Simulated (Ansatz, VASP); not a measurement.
**Two plane-wave programs on AlN**

```
CELL_PARAMETERS angstrom
0.00000 2.03452 2.03452
2.03452 0.00000 2.03452
2.03452 2.03452 0.00000
ATOMIC_POSITIONS crystal
Al 0.50000 0.50000 0.50000
N 0.00000 0.00000 0.00000
```

Alike in both runs: task single point; functional PBEsol; k mesh 10 × 10 × 10; occupations gaussian, width 0.05 eV; no spin polarisation.

```csv
,VASP,Ansatz
version,VASP 6.6.1,Ansatz 0.2.0
potentials or method,"VASP PAW PBE potentials, release 64 (Al, N), cutoff 520 eV","scalar-relativistic, plane waves, PAW"
valence electrons in the cell,8,8
```

```tsv
	VASP	Ansatz	Ansatz less VASP
gap on the k mesh at the Fermi level (eV)	4.37	4.38	+0.004
least direct gap on the mesh (eV)	5.40	5.38	-0.019
pressure (GPa)	-4.6	-4.5	+0.09
```

VASP's potentials were made for PBE, not for PBEsol. The functional is the same, so the differences come from potentials, cutoffs and numerics.
